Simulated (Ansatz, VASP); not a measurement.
## Nb in VASP and in Ansatz

Contents of INCAR:

```
ALGO = Normal
EDIFF = 1E-7
ENCUT = 520
GGA = RP
ISIF = 2
ISMEAR = -1
LASPH = True
LCHARG = False
LREAL = False
LWAVE = False
NBANDS = 12
NELM = 80
PREC = Accurate
SIGMA = 0.1
```

KPOINTS

```
k-points
0
Gamma
  21 21 21
```

File POSCAR:

```
Nb
1.0
    0.0000000000      2.1503479701      2.1503479701
    2.1503479701      0.0000000000      2.1503479701
    2.1503479701      2.1503479701      0.0000000000
Nb
1
Direct
    0.0000000000      0.0000000000      0.0000000000
```

Input for Ansatz:

```yaml
crystal:
  lattice:
    - [0.0, 2.1503479701, 2.1503479701]
    - [2.1503479701, 0.0, 2.1503479701]
    - [2.1503479701, 2.1503479701, 0.0]
  atoms:
    - { symbol: Nb, position: [0.0, 0.0, 0.0] }
hamiltonian:
  xc: rpbe
  pseudopotentials:
    kind: paw
    azcp:
      Nb: "pseudopotentials/Nb.paw.azcp"
basis:
  ecutwfc: 420
  fft_grid_basis: typed
kpoints:
  mp_grid: { grid: [21, 21, 21], shift: [0, 0, 0] }
magnetization:
  spin_polarized: false
scf:
  occupations: { method: fermi_dirac, width: 0.1 }
output:
  stress: true
```

Alike in both runs: task single point; functional RPBE; k mesh 21 × 21 × 21; occupations fermi-dirac, width 0.1 eV; no spin polarisation.

```csv
,VASP,Ansatz
version,VASP 6.6.1,Ansatz 0.2.0
potentials or method,"VASP PAW PBE potentials, release 64 (Nb_sv), cutoff 520 eV","plane waves (420 eV) with PAW, scalar-relativistic"
valence electrons in the cell,13,13
```

|  | VASP | Ansatz | Ansatz less VASP |
| --- | --- | --- | --- |
| pressure (GPa) | -6.1 | -5.8 | +0.28 |

VASP's potentials were made for PBE, not for RPBE. The functional is the same, so the differences come from potentials, cutoffs and numerics.
